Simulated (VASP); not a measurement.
Input of a VASP 6.6.1 run:

The input INCAR:

```
PREC = Accurate
ENCUT = 520
EDIFF = 1E-6
ISMEAR = -1
SIGMA = 0.02
LREAL = False
LASPH = True
NELM = 80
ALGO = Normal
ISIF = 2
LWAVE = False
LCHARG = False
GGA = PE
NBANDS = 11
```

KPOINTS

```
Automatic mesh
0
Gamma
  10 10 10
```

POSCAR

```
SiC
1.0
    0.0000000000      2.1780523510      2.1562718275
    2.1780523510      0.0000000000      2.1562718275
    2.1780523510      2.1780523510      0.0000000000
Si C
1 1
Direct
    0.0000000000      0.0000000000      0.0000000000
    0.2500000000      0.2500000000      0.2500000000
```

Potentials or basis: VASP PAW PBE potentials, release 64 (Si, C).

Command:

```sh
$ cat potpaw_PBE.64/Si/POTCAR potpaw_PBE.64/C/POTCAR > POTCAR
$ mpirun -np 1 vasp_std > vasp.out
```

Problem. Predict the band gap on the k mesh.

Solution. 1.24 eV, indirect (least direct gap 4.54 eV).

Problem. What does it give for the pressure?

Solution. 5.8 GPa.

Stress tensor (GPa, compression positive):
```
4.97 0.00 0.00
0.00 4.97 0.00
0.00 0.00 7.50
```

Caveat: the cell differs from its parent crystal (uniaxial z strain -1.0%). A k mesh can miss the band edges.
